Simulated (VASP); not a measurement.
**Al2O3: single point with PBE**

Crystal: Al2O3.

```
Al O
1.0
     2.46003    1.42030    4.17712
    -2.46003    1.42030    4.17712
     0.00000   -2.84059    4.17712
Al O
4 6
Direct
  0.84832 0.84832 0.84832
  0.65168 0.65168 0.65168
  0.15168 0.15168 0.15168
  0.34832 0.34832 0.34832
  0.05616 0.44384 0.75000
  0.75000 0.05616 0.44384
  0.44384 0.75000 0.05616
  0.94384 0.55616 0.25000
  0.25000 0.94384 0.55616
  0.55616 0.25000 0.94384
```

This cell differs from its parent crystal: atoms shifted along a free coordinate, c/a of the conventional cell at fixed volume 2.5470.

```json
{
 "Program": "VASP 6.6.1",
 "Task": "single point",
 "Functional": "PBE",
 "Potentials or basis": "VASP PAW PBE potentials, release 64 (Al, O)",
 "Cutoff": "520 eV",
 "k mesh": "6 × 6 × 6",
 "Occupations": "gaussian, width 0.05 eV",
 "Spin": "no spin polarisation"
}
```

- Pressure: 0.4 GPa
- Largest force: 1.549 eV/Å
- Band gap on the k mesh: 5.37 eV

Forces on the atoms (eV/Å):
```
Al   0.000  0.000  1.549
Al   0.000  0.000 -1.549
Al   0.000  0.000 -1.549
Al   0.000  0.000  1.549
O   -0.064  0.000  0.000
O    0.032 -0.055  0.000
O    0.032  0.055  0.000
O    0.064  0.000  0.000
O   -0.032  0.055  0.000
O   -0.032 -0.055  0.000
```

Stress tensor (GPa, compression positive):
```
-10.09   0.00   0.00
  0.00 -10.09   0.00
  0.00   0.00  21.26
```

Levels at points of the mesh, in eV from the valence-band top:
```
           k point  band 20  band 21  band 22  band 23  band 24  band 25  band 26  band 27  band 28  band 29
(0.00, 0.00, 0.00)    -0.77    -0.77    -0.60    -0.60     0.00     5.37     7.96    10.26    10.49    11.57
(0.50, 0.00, 0.00)    -1.49    -1.11    -1.11    -0.50    -0.50     8.60     8.60     9.11     9.11    10.97
(0.50, 0.50, 0.00)    -1.40    -1.34    -1.28    -0.91    -0.42     8.57     9.02     9.05     9.69    10.29
(0.50, 0.50, 0.50)    -2.20    -0.91    -0.91    -0.91    -0.91     7.69     7.69    10.83    10.83    11.22
```

Run time: 54 s on 1 thread of AMD EPYC 9R45 96-Core Processor (Zen 5) (shared host), peak memory 0.23 GiB.

Caveat: the stress differs along the axes, from -10 to 21 GPa; forces of over 1 eV/Å act on the atoms, so gaps and moduli don't describe the material at rest. A k mesh can miss the band edges.
